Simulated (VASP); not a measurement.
# NbTl3Te6 (Fm-3m) in VASP: single point with PBE

Aim: the single point of NbTl3Te6 with PBE.

All numbers are computed with VASP 6.6.1; they aren't measurements. Logs are shortened: lines on timing, memory, paths and dates and some standing lists are left out, and cuts for length are marked.

### 1 The cell of the first run

It takes space group Fm-3m (No. 225, cubic). Conventional cell: a = 11.630 Å, b = 11.630 Å, c = 11.630 Å, α = 90.00°, β = 90.00°, γ = 90.00°. Nb (site symmetry m-3m) has 6 Te at 2.72 Å within 3.6 Å. Tl (site symmetry -43m) has 12 Te at 4.12 Å and 4 Nb at 5.04 Å and 4 Tl at 5.04 Å within 5.4 Å. Within 4.1 Å of Tl (site symmetry m-3m) lie 6 Te at 3.09 Å. Within 3.6 Å of Te (site symmetry 4mm) lie 1 Nb at 2.72 Å and 1 Tl at 3.09 Å.

### 2 Single point, PBE

Contents of INCAR:

```
SYSTEM = NbTl3Te6
PREC = Accurate ; ENCUT = 520
EDIFF = 1E-6 ; ISMEAR = 0
SIGMA = 0.1 ; LREAL = .FALSE.
LASPH = .TRUE. ; NELM = 100
ALGO = Normal ; ISIF = 2
LWAVE = .FALSE. ; LCHARG = .FALSE.
GGA = PE ; NBANDS = 55
```

Contents of KPOINTS:

```
regular mesh
0
G
  4 4 4
  0 0 0
```

Contents of POSCAR:

```
NbTl3Te6
1.0
    0.0000000000      5.8148255100      5.8148255100
    5.8148255100      0.0000000000      5.8148255100
    5.8148255100      5.8148255100      0.0000000000
Nb Tl Te
1 3 6
Direct
    0.0000000000      0.0000000000      0.0000000000
    0.7500000000      0.7500000000      0.7500000000
    0.2500000000      0.2500000000      0.2500000000
    0.5000000000      0.5000000000      0.5000000000
    0.7659015100      0.2340984900      0.2340984900
    0.2340984900      0.2340984900      0.7659015100
    0.2340984900      0.7659015100      0.7659015100
    0.2340984900      0.7659015100      0.2340984900
    0.7659015100      0.2340984900      0.7659015100
    0.7659015100      0.7659015100      0.2340984900
```

Potentials or basis: VASP PAW PBE potentials, release 64 (Nb_sv, Tl_d, Te).

Launch:

```
cat potpaw_PBE.64/Nb_sv/POTCAR potpaw_PBE.64/Tl_d/POTCAR potpaw_PBE.64/Te/POTCAR > POTCAR
mpirun -np 1 vasp_std > vasp.out
```

OUTCAR:

```text
SYSTEM = NbTl3Te6
   PREC = Accurate
   ENCUT = 520
   EDIFF = 1E-6
   ISMEAR = 0
   LREAL = .FALSE.
   LASPH = .TRUE.
   NELM = 100
   ISIF = 2
   GGA = PE

 ion  position               nearest neighbor table
   1  0.000  0.000  0.000-   5 2.72   6 2.72   7 2.72   8 2.72   9 2.72  10 2.72
   2  0.750  0.750  0.750-
   3  0.250  0.250  0.250-
   4  0.500  0.500  0.500-   5 3.09   6 3.09   7 3.09   8 3.09   9 3.09  10 3.09
   5  0.766  0.234  0.234-   1 2.72   4 3.09
   6  0.234  0.234  0.766-   1 2.72   4 3.09
   7  0.234  0.766  0.766-   1 2.72   4 3.09
   8  0.234  0.766  0.234-   1 2.72   4 3.09
   9  0.766  0.234  0.766-   1 2.72   4 3.09
  10  0.766  0.766  0.234-   1 2.72   4 3.09

  LATTYP: Found a face centered cubic cell.
 ALAT       =    11.6296510200

  Lattice vectors:

 A1 = (   0.0000000000,   5.8148255100,   5.8148255100)
 A2 = (   5.8148255100,   0.0000000000,   5.8148255100)
 A3 = (   5.8148255100,   5.8148255100,   0.0000000000)

Analysis of symmetry for initial positions (statically):
=====================================================================
 Subroutine PRICEL returns:
 Original cell was already a primitive cell.

 Routine SETGRP: Setting up the symmetry group for a
 face centered cubic supercell.

 Subroutine GETGRP returns: Found 48 space group operations
 (whereof 48 operations were pure point group operations)
 out of a pool of 48 trial point group operations.

The static configuration has the point symmetry O_h .

Analysis of symmetry for dynamics (positions and initial velocities):
=====================================================================
 Subroutine PRICEL returns:
 Original cell was already a primitive cell.

 Routine SETGRP: Setting up the symmetry group for a
 face centered cubic supercell.

 Subroutine GETGRP returns: Found 48 space group operations
 (whereof 48 operations were pure point group operations)
 out of a pool of 48 trial point group operations.

The dynamic configuration has the point symmetry O_h .

 Subroutine INISYM returns: Found 48 space group operations
 (whereof 48 operations are pure point group operations),
 and found     1 'primitive' translations

----------------------------------------------------------------------------------------

                                     Primitive cell

  volume of cell :     393.2240

  direct lattice vectors                    reciprocal lattice vectors
     0.000000000  5.814825510  5.814825510    -0.085987103  0.085987103  0.085987103
     5.814825510  0.000000000  5.814825510     0.085987103 -0.085987103  0.085987103
     5.814825510  5.814825510  0.000000000     0.085987103  0.085987103 -0.085987103

  length of vectors
     8.223405099  8.223405099  8.223405099     0.148934031  0.148934031  0.148934031

  position of ions in fractional coordinates (direct lattice)
     0.000000000  0.000000000  0.000000000
     0.750000000  0.750000000  0.750000000
     0.250000000  0.250000000  0.250000000
     0.500000000  0.500000000  0.500000000
     0.765901510  0.234098490  0.234098490
     0.234098490  0.234098490  0.765901510
     0.234098490  0.765901510  0.765901510
     0.234098490  0.765901510  0.234098490
     0.765901510  0.234098490  0.765901510
     0.765901510  0.765901510  0.234098490

  ion indices of the primitive-cell ions
   primitive index   ion index
                 1           1
                 2           2
                 3           3
                 4           4
                 5           5
                 6           6
                 7           7
                 8           8
                 9           9
                10          10

----------------------------------------------------------------------------------------

 KPOINTS: regular mesh

Automatic generation of k-mesh.
 Grid dimensions read from file:
 generate k-points for:    4    4    4

 Generating k-lattice:

  Cartesian coordinates                     Fractional coordinates (reciprocal lattice)
    -0.021496776  0.021496776  0.021496776     0.250000000  0.000000000  0.000000000
     0.021496776 -0.021496776  0.021496776     0.000000000  0.250000000  0.000000000
     0.021496776  0.021496776 -0.021496776     0.000000000  0.000000000  0.250000000

  Length of vectors
     0.037233508  0.037233508  0.037233508

  Shift w.r.t. Gamma in fractional coordinates (k-lattice)
     0.000000000  0.000000000  0.000000000

 Subroutine IBZKPT returns following result:
 ===========================================

 Found      8 irreducible k-points:

 Following reciprocal coordinates:
            Coordinates               Weight
  0.000000  0.000000  0.000000      1.000000
  0.250000  0.000000  0.000000      8.000000
  0.500000  0.000000  0.000000      4.000000
  0.250000  0.250000  0.000000      6.000000
  0.500000  0.250000  0.000000     24.000000
 -0.250000  0.250000  0.000000     12.000000
  0.500000  0.500000  0.000000      3.000000
 -0.250000  0.500000  0.250000      6.000000
   k-points           NKPTS =      8   k-points in BZ     NKDIM =      8   number of bands    NBANDS=     55
   number of dos      NEDOS =    301   number of ions     NIONS =     10
   total plane-waves  NPLWV = 262144
   dimension x,y,z NGX =    64 NGY =   64 NGZ =   64
   dimension x,y,z NGXF=   128 NGYF=  128 NGZF=  128
   ions per type =               1   3   6
   NGX,Y,Z   is equivalent  to a cutoff of  12.94, 12.94, 12.94 a.u.
   NGXF,Y,Z  is equivalent  to a cutoff of  25.88, 25.88, 25.88 a.u.
 SYSTEM =  NbTl3Te6
   PREC   = accura    normal or accurate (medium, high low for compatibility)
   ISTART =      0    job   : 0-new  1-cont  2-samecut
   ICHARG =      2    charge: 1-file 2-atom 10-const
   ISPIN  =      1    spin polarized calculation?
   LNONCOLLINEAR =      F non collinear calculations
   LSORBIT =      F    spin-orbit coupling
   LASPH  =      T    aspherical Exc in radial PAW
   ENCUT  =  520.0 eV  38.22 Ry    6.18 a.u.  15.29 15.29 15.29*2*pi/ulx,y,z
   NELM   =    100;   NELMIN=  2; NELMDL= -5     # of ELM steps
   EDIFF  = 0.1E-05   stopping-criterion for ELM
   LREAL  =      F    real-space projection
   EDIFFG = 0.1E-04   stopping-criterion for IOM
   NSW    =      0    number of steps for IOM
   IBRION =     -1    ionic relax: 0-MD 1-quasi-New 2-CG
   NFREE  =      0    steps in history (QN), initial steepest desc. (CG)
   ISIF   =      2    stress and relaxation
   ISYM   =      2    0-nonsym 1-usesym 2-fastsym
   POTIM  = 0.5000    time-step for ionic-motion
   TEBEG  =    0.0;   TEEND  =   0.0 temperature during run
   PSTRESS=    0.0 pullay stress
   NELECT =      88.0000    total number of electrons
   NUPDOWN=      -1.0000    fix difference up-down
   EMIN   =  10.00;   EMAX   =-10.00  energy-range for DOS
   EFERMI =   0.00;   METHOD = LEGACY
   ISMEAR =     0;   SIGMA  =   0.10  broadening in eV -4-tet -1-fermi 0-gaus
   EFERMI_NEDOS =   21; number of points for ismear=-14 and -15
   IALGO  =     38    algorithm
   IMIX   =      4    mixing-type and parameters
     AMIX     =   0.40;   BMIX     =  1.00
     AMIX_MAG =   1.60;   BMIX_MAG =  1.00
  volume/ion in A,a.u.               =      39.32       265.36
  Fermi-wavevector in a.u.,A,eV,Ry     =   0.993930  1.878255 13.441147  0.987896
  Thomas-Fermi vector in A             =   2.125846
   LORBIT       =      0    0 simple, 1 ext, 2 COOP (PROOUT), +10 PAW based schemes
   GGA     = PE    functional components
   LHFCALC =     F    Hartree Fock is set to
   AEXX    =    0.0000 exact exchange contribution
   IVDW    =     0    specifies the selected vdW correction
   LEPSILON=     F    determine dielectric tensor
   LRPA    =     F    only Hartree local field effects (RPA)
 non-spin polarized calculation
 Gauss-broadening in eV      SIGMA  =   0.10
  energy-cutoff  :      520.00
  volume of cell :      393.22
 maximum number of plane-waves:     10657
 NGX is ok and might be reduce to    64
   NGX = 31   NGY = 31   NGZ = 31

 number of electron      87.9999998 magnetization

 Free energy of the ion-electron system (eV)
  ---------------------------------------------------
  ext. energy  EPLUGINS =         0.00000000
  ---------------------------------------------------
  free energy    TOTEN  =       -34.80626790 eV

  energy without entropy =      -34.74989756  energy(sigma->0) =      -34.77808273

 E-fermi :   3.6298     XC(G=0):  -8.3999

 val. band max:        3.5825421637   @ k =  -0.2500   0.5000   0.2500
 cond. band min:       3.6344690698   @ k =  -0.2500   0.5000   0.2500
 fundamental gap:      0.0519269061
 Fermi energy:         3.6297633476

 k-point     1 :       0.0000    0.0000    0.0000
  band No.  band energies     occupation
      1     -52.0190      2.00000
      2     -28.0825      2.00000
      3     -28.0825      2.00000
      4     -28.0825      2.00000
      5      -7.6650      2.00000
      6      -7.6650      2.00000
[... 47 lines left out ...]
     54       7.6868      0.00000
     55       7.6892      0.00000

 k-point     2 :       0.2500    0.0000    0.0000
  band No.  band energies     occupation
      1     -52.0190      2.00000
      2     -28.0825      2.00000
      3     -28.0825      2.00000
      4     -28.0825      2.00000
      5      -7.6652      2.00000
      6      -7.6652      2.00000
[... 47 lines left out ...]
     54       7.1387      0.00000
     55       7.1388      0.00000
[... 288 lines left out ...]
     54       6.7370      0.00000
     55       6.7370      0.00000

 k-point     8 :      -0.2500    0.5000    0.2500
  band No.  band energies     occupation
      1     -52.0190      2.00000
      2     -28.0825      2.00000
      3     -28.0825      2.00000
      4     -28.0825      2.00000
      5      -7.7273      2.00000
      6      -7.6595      2.00000
[... 47 lines left out ...]
     54       6.4120      0.00000
     55       6.6555      0.00000

------------------------ aborting loop because EDIFF is reached ----------------------------------------

  FORCE on cell =-STRESS in cart. coord.  units (eV):
  Direction    XX          YY          ZZ          XY          YZ          ZX
  --------------------------------------------------------------------------------------
  -------------------------------------------------------------------------------------
  Total        0.4557483      0.4557483      0.4557483      0.0000000     -0.0000000      0.0000000
  in kB        1.8569301      1.8569301      1.8569301      0.0000000     -0.0000000      0.0000000
  external PRESSURE =       1.8569301 kB  Pullay stress =       0.0000000 kB

 VOLUME and BASIS-vectors are now :
 -----------------------------------------------------------------------------
  energy-cutoff  :      520.00
  volume of cell :      393.22
      direct lattice vectors                 reciprocal lattice vectors
     0.000000000  5.814825510  5.814825510    -0.085987103  0.085987103  0.085987103
     5.814825510  0.000000000  5.814825510     0.085987103 -0.085987103  0.085987103
     5.814825510  5.814825510  0.000000000     0.085987103  0.085987103 -0.085987103

 POSITION                                       TOTAL-FORCE (eV/Angst)
 -----------------------------------------------------------------------------------
      0.00000      0.00000      0.00000        -0.000000      0.000000     -0.000000
      8.72224      8.72224      8.72224        -0.000000     -0.000000     -0.000000
      2.90741      2.90741      2.90741        -0.000000      0.000000     -0.000000
      5.81483      5.81483      5.81483        -0.000000     -0.000000     -0.000000
      2.72248      5.81483      5.81483         0.199265      0.000000     -0.000000
      5.81483      5.81483      2.72248        -0.000000      0.000000      0.199265
      8.90717      5.81483      5.81483        -0.199265      0.000000     -0.000000
      5.81483      2.72248      5.81483        -0.000000      0.199265     -0.000000
      5.81483      8.90717      5.81483        -0.000000     -0.199265     -0.000000
      5.81483      5.81483      8.90717        -0.000000      0.000000     -0.199265
 -----------------------------------------------------------------------------------
    total drift:                               -0.000000      0.000000      0.000000

  FREE ENERGIE OF THE ION-ELECTRON SYSTEM (eV)
  ---------------------------------------------------
  free  energy   TOTEN  =       -34.8062679030 eV

  energy  without entropy=      -34.7498975591  energy(sigma->0) =      -34.77808273
```

Run time: 5.5 min. Hardware: 1 thread of Oxide Virtual Turin-like, shared host; peak memory 0.58 GiB.

What came out:

```
Free energy            : -34.8063 eV
Pressure               : 0.2 GPa
Largest force          : 0.199 eV/Å
Band gap on the k mesh : zero (band 44 reaches 3.97 eV, above the bottom of band 45 at 3.33 eV)
```

Forces on the atoms (eV/Å):
```
Nb   0.000  0.000  0.000
Tl   0.000  0.000  0.000
Tl   0.000  0.000  0.000
Tl   0.000  0.000  0.000
Te   0.199  0.000  0.000
Te   0.000  0.000  0.199
Te  -0.199  0.000  0.000
Te   0.000  0.199  0.000
Te   0.000 -0.199  0.000
Te   0.000  0.000 -0.199
```

Levels at points of the mesh, in eV from the Fermi level:
```csv
k point,band 41,band 42,band 43,band 44,band 45,band 46
"(0.00, 0.00, 0.00)",-0.32,-0.32,-0.32,0.34,0.34,0.34
"(0.50, 0.00, 0.00)",-0.29,-0.29,0.01,0.01,0.09,0.57
"(0.50, 0.50, 0.00)",-0.95,-0.74,-0.74,-0.30,-0.30,0.53
```

Caveat: spin-orbit coupling is left out, which moves the levels of the heavy elements.
